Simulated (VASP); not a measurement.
AlNi: single point with PBEsol+D4

AlNi:

```
Al Ni
1.0
     2.88100    0.00000    0.00000
     0.00000    2.88100    0.00000
     0.00000    0.00000    5.76200
Al Ni
2 2
Direct
  0.00000 0.00000 0.00000
  0.00000 0.00000 0.50000
  0.50000 0.50000 0.25000
  0.50000 0.50000 0.75000
```

```
Program                : VASP 6.6.1
Task                   : single point
Functional             : PBEsol
Dispersion             : D4
Potentials or basis    : VASP PAW PBE potentials, release 64 (Al, Ni)
Cutoff                 : 520 eV
k mesh                 : 5 × 5 × 3, shifted
Occupations            : methfessel-paxton, width 0.01 eV
Spin                   : collinear spin, ferromagnetic start
Starting moments       : [0.0, 0.0, 1.5, 1.5] μB
Dipole correction      : no
Further INCAR settings : ALGO = Normal; EDIFF = 1e-06; NBANDS = 25
```

```yaml
Pressure: -6.9 GPa
Band_gap_on_the_k_mesh: zero (filled and empty bands overlap)
Net_moment: 0.03 μB per cell
Valence_electrons_inside_the_program's_atomic_spheres: Al 0.79; Ni 9.48
Dispersion_energy_per_atom: -0.255 eV
```

Stress tensor (GPa, compression positive):
```
-7.80  0.00  0.00
 0.00 -7.80  0.00
 0.00  0.00 -5.04
```

Levels at points of the mesh, in eV from the Fermi level:
Spin up:
```tsv
k point	band 9	band 10	band 11	band 12	band 13	band 14	band 15	band 16	band 17	band 18
(0.50, 0.50, 0.50)	-1.37	-1.37	-0.67	-0.67	-0.67	-0.67	1.29	1.29	2.41	2.41
```
Spin down:
```
           k point  band 11  band 12  band 13  band 14  band 15  band 16
(0.50, 0.50, 0.50)    -0.67    -0.67    -0.67    -0.67     1.30     1.30
```

Run time: 48 s on 1 thread of AMD EPYC 7R43 64-Core Processor (Zen 3), with other jobs on the host, peak memory 0.15 GiB.

Caveat: the k points lie up to 0.44 Å⁻¹ apart; the starting moments collapsed, and a magnetic state may lie lower; the PAW data sets were made with another functional, which shifts forces and pressure a little; pairwise dispersion overbinds metals, which lowers pressure and volume.
